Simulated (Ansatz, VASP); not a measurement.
# One calculation of Au, two programs

Contents of POSCAR:

```
Au
1.0
   -1.6348707273      1.6348707273      1.6348707273
    1.6348707273     -1.6348707273      1.6348707273
    1.6348707273      1.6348707273     -1.6348707273
Au
1
Direct
    0.0000000000      0.0000000000      0.0000000000
```

The input INCAR.step1:

```
SYSTEM = Au
PREC     = Accurate       ! precision mode
ENCUT    = 520            ! plane-wave cutoff, eV
ISMEAR   = -1             ! smearing method
SIGMA    = 0.05           ! smearing width, eV
LREAL    = .FALSE.        ! projectors in reciprocal space
LASPH    = .TRUE.         ! aspherical terms in the spheres
NELM     = 100            ! most SCF steps
NBANDS   = 12             ! bands
GGA      = PE             ! functional
ALGO     = Normal         ! electronic algorithm
EDIFF    = 1E-4           ! SCF threshold, eV
LWAVE    = .TRUE.         ! write WAVECAR
LCHARG   = .FALSE.        ! write CHGCAR
```

INCAR.step2

```
SYSTEM = Au
PREC     = Accurate       ! precision mode
ENCUT    = 520            ! plane-wave cutoff, eV
EDIFF    = 1E-6           ! SCF threshold, eV
ISMEAR   = -1             ! smearing method
SIGMA    = 0.05           ! smearing width, eV
LREAL    = .FALSE.        ! projectors in reciprocal space
LASPH    = .TRUE.         ! aspherical terms in the spheres
NELM     = 100            ! most SCF steps
ALGO     = Normal         ! electronic algorithm
ISIF     = 2              ! what is computed and relaxed
LWAVE    = .FALSE.        ! write WAVECAR
LCHARG   = .FALSE.        ! write CHGCAR
METAGGA  = R2SCAN         ! meta-GGA
LMIXTAU  = .TRUE.       
NBANDS   = 12             ! bands
ISTART   = 1
```

Contents of KPOINTS:

```
Automatic mesh
0
G
  11 11 11
  0 0 0
```

input.yaml

```yaml
crystal:
  lattice:
    - [-1.6348707273, 1.6348707273, 1.6348707273]
    - [1.6348707273, -1.6348707273, 1.6348707273]
    - [1.6348707273, 1.6348707273, -1.6348707273]
  atoms:
    - { symbol: Au, position: [0.0, 0.0, 0.0] }
hamiltonian:
  xc: r2scan
  pseudopotentials: { kind: paw }
kpoints:
  mp_grid: { grid: [11, 11, 11] }
scf:
  occupations: { method: fermi_dirac, width: 0.05 }
output:
  forces: true
  stress: true
  eigenvalues: true
```

Alike in both runs: task single point; functional r2SCAN; k mesh 11 × 11 × 11; occupations fermi-dirac, width 0.05 eV; no spin polarisation.

```csv
,VASP,Ansatz
version,VASP 6.6.1,Ansatz 0.2.0
potentials or method,"VASP PAW PBE potentials, release 64 (Au)",Ansatz PAW
plane-wave cutoff (eV),520,500
valence electrons in the cell,11,19
```

|  | VASP | Ansatz | Ansatz less VASP |
| --- | --- | --- | --- |
| gap on the k mesh at the Fermi level (eV) | none | none | - |
| pressure (GPa) | 1.9 | 1.6 | -0.29 |

VASP's potentials were made for PBE, not for r2SCAN. A gap of «none» marks a metal or a gap that the smearing closes. The functional is the same, so the differences come from potentials, cutoffs and numerics. VASP's potentials hold 11 valence electrons a cell and Ansatz's 19, so a difference there can come from the potentials and not from the codes.

Spin-orbit coupling is off throughout.
